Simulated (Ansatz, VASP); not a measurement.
## One calculation of Te, two programs

The input INCAR:

```
SYSTEM = Te
  ALGO = Normal
  EDIFF = 1E-6
  ENCUT = 520
  GGA = PE
  ISIF = 2
  ISMEAR = 0
  LASPH = .True.
  LCHARG = .False.
  LREAL = .False.
  LWAVE = .False.
  NBANDS = 9
  NELM = 100
  PREC = Accurate
  SIGMA = 0.15
```

KPOINTS

```
k-points
0
Gamma
  15 15 15
  0 0 0
```

POSCAR

```
Te
1.0
    2.2952118264      1.3251411658      1.7922544082
   -2.2952118264      1.3251411658      1.7922544082
    0.0000000000     -2.6502823316      1.7922544082
Te
1
Direct
    0.5000000000      0.5000000000      0.5000000000
```

Input for Ansatz:

```yaml
crystal:
  lattice:
    - [2.2952118264, 1.3251411658, 1.7922544082]
    - [-2.2952118264, 1.3251411658, 1.7922544082]
    - [0.0, -2.6502823316, 1.7922544082]
  atoms:
    - { symbol: Te, position: [0.5, 0.5, 0.5] }
basis:
  ecutwfc: 420
kpoints:
  mp_grid: { grid: [15, 15, 15] }
hamiltonian:
  xc: pbe
scf:
  occupations: { method: gaussian, width: 0.15 }
output:
  forces: true
  stress: true
  eigenvalues: true
```

Alike in both runs: task single point; functional PBE; k mesh 15 × 15 × 15; occupations gaussian, width 0.15 eV; no spin polarisation.

```csv
,VASP,Ansatz
version,VASP 6.6.1,Ansatz 0.2.0
potentials or method,"VASP PAW PBE potentials, release 64 (Te), cutoff 520 eV","scalar-relativistic, plane waves, PAW"
valence electrons in the cell,6,16
```

Ansatz gave:

```
gap on the k mesh at the Fermi level (eV)                     : none
pressure (GPa)                                                : 0.0
traceless stress, the component that is largest in VASP (GPa) : 0.18
```

Problem. Which values does VASP return?

Solution. gap on the k mesh at the Fermi level (eV): none; pressure (GPa): -0.1; traceless stress, the component that is largest in VASP (GPa): 0.17.

A gap of «none» marks a metal or a gap that the smearing closes. VASP's potentials hold 6 valence electrons a cell and Ansatz's 16, so a difference there can come from the potentials and not from the codes.

Spin-orbit coupling is off throughout.
